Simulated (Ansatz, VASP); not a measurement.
# ZnS in VASP and in Ansatz

```xyz
8
Lattice="3.8467 0.0000 0.0000 -1.9234 3.3314 0.0000 0.0000 0.0000 12.5902" Properties=species:S:1:pos:R:3 pbc="T T T"
Zn    0.0000    0.0000    0.0006
Zn    0.0000    0.0000    6.2957
Zn    0.0000    2.2209    3.1479
Zn    1.9234    1.1105    9.4430
S    -0.1414    0.1414    2.3580
S     0.0000    0.0000    8.6531
S     0.0000    2.2209    5.5099
S     1.9234    1.1105   11.8050
```

Alike in both runs: task single point; functional PBE; k mesh 12 × 12 × 2; occupations gaussian, width 0.05 eV; no spin polarisation.

|  | VASP | Ansatz |
| --- | --- | --- |
| version | VASP 6.6.1 | Ansatz 0.2.0 |
| potentials or method | VASP PAW PBE potentials, release 64 (Zn, S), cutoff 520 eV | scalar-relativistic, plane waves, PAW |
| valence electrons in the cell | 72 | 72 |

|  | VASP | Ansatz | Ansatz less VASP |
| --- | --- | --- | --- |
| gap on the k mesh at the Fermi level (eV) | 2.01 | 2.00 | -0.005 |
| least direct gap on the mesh (eV) | 2.01 | 2.00 | -0.005 |
| pressure (GPa) | 0.5 | 0.3 | -0.16 |
| traceless stress, the component that is largest in VASP (GPa) | 0.72 | 0.72 | -0.006 |
| rms of the force components (eV/Å) | 0.289 | 0.287 | -0.0024 |

Atom by atom the forces differ by 0.002 eV/Å (rms over components).
